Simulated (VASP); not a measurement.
A run of VASP 6.6.1 is set up as follows.

INCAR

```
SYSTEM = Zr3SeS2
ALGO = Normal ; EDIFF = 1E-6
ENCUT = 520 ; GGA = PE
ISIF = 2 ; ISMEAR = 0
LASPH = .TRUE. ; LCHARG = .TRUE.
LELF = .TRUE. ; LREAL = .FALSE.
LVHAR = .TRUE. ; LWAVE = .FALSE.
NBANDS = 36 ; NELM = 100
PREC = Accurate ; SIGMA = 0.1
```

File KPOINTS:

```
k-points
0
G
  3 3 6
  0 0 0
```

The input POSCAR:

```
Zr3SeS2
1.0
    8.2904228927      0.0000000000      0.0000000000
   -4.1452114463      7.1797168332      0.0000000000
    0.0000000000      0.0000000000      3.1224369959
Zr Se S
3 1 2
Direct
    0.5000000000      0.0000000000      0.5000000000
    0.0000000000      0.5000000000      0.5000000000
    0.5000000000      0.5000000000      0.5000000000
    0.0000000000      0.0000000000      0.5000000000
    0.3333333333      0.6666666667      0.5000000000
    0.6666666667      0.3333333333      0.5000000000
```

Potentials or basis: VASP PAW PBE potentials, release 64 (Zr_sv, Se, S).

Command:

```console
$ cat potpaw_PBE.64/Zr_sv/POTCAR potpaw_PBE.64/Se/POTCAR potpaw_PBE.64/S/POTCAR > POTCAR
$ mpirun -np 1 vasp_std > vasp.out
```

(1) Predict the pressure.

(2) Estimate the band gap on the k mesh.

Results:

(1) -0.1 GPa.

(2) zero (band 27 reaches 4.25 eV, above the bottom of band 28 at 3.59 eV).
